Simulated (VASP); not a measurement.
A run of VASP 6.6.1:

The input POSCAR:

```
CO2
1.0
   -1.9548127153      1.9548127153      2.9673315043
    1.9548127153     -1.9548127153      2.9673315043
    1.9548127153      1.9548127153     -2.9673315043
C O
2 4
Direct
    0.0000000000      0.0000000000      0.0000000000
    0.7500000000      0.2500000000      0.5000000000
    0.3750000000      0.2923507872      0.4173507872
    0.7076492128      0.1250000000      0.0826492128
    0.8750000000      0.9576492128      0.5826492128
    0.0423507872      0.6250000000      0.9173507872
```

INCAR.step1

```
  PREC = Accurate
  ENCUT = 520
  EDIFF = 1E-5
  ISMEAR = 0
  SIGMA = 0.01
  LREAL = F
  LASPH = T
  NELM = 100
  ALGO = Normal
  ISIF = 2
  LWAVE = T
  LCHARG = F
  NBANDS = 25
  GGA = PE
```

The input INCAR.step2:

```
  PREC = Accurate
  ENCUT = 520
  EDIFF = 1E-6
  ISMEAR = 0
  SIGMA = 0.01
  LREAL = F
  LASPH = T
  NELM = 100
  ALGO = Normal
  ISIF = 2
  LWAVE = F
  LCHARG = F
  GGA = PE
  LHFCALC = T
  AEXX = 0.4
  HFSCREEN = 0.5
  PRECFOCK = Fast
  NBANDS = 25
  ISTART = 1
```

KPOINTS

```
Automatic mesh
0
Gamma
  4 4 4
```

Potentials or basis: VASP PAW PBE potentials, release 64 (C, O).

Run with:

```console
$ cat potpaw_PBE.64/C/POTCAR potpaw_PBE.64/O/POTCAR > POTCAR
$ cp INCAR.step1 INCAR
$ mpirun -np 1 vasp_std > vasp.out
$ cp INCAR.step2 INCAR
$ mpirun -np 1 vasp_std > vasp.out
```

Hardware: 1 thread of Intel(R) Xeon(R) Platinum 8488C (Sapphire Rapids), with other jobs on the host.

Q: How long does it take, and how much memory?

A: It took 9.7 min on 1 thread of Intel(R) Xeon(R) Platinum 8488C (Sapphire Rapids), with other jobs on the host, peak memory 0.26 GiB. Counts: k points 13.
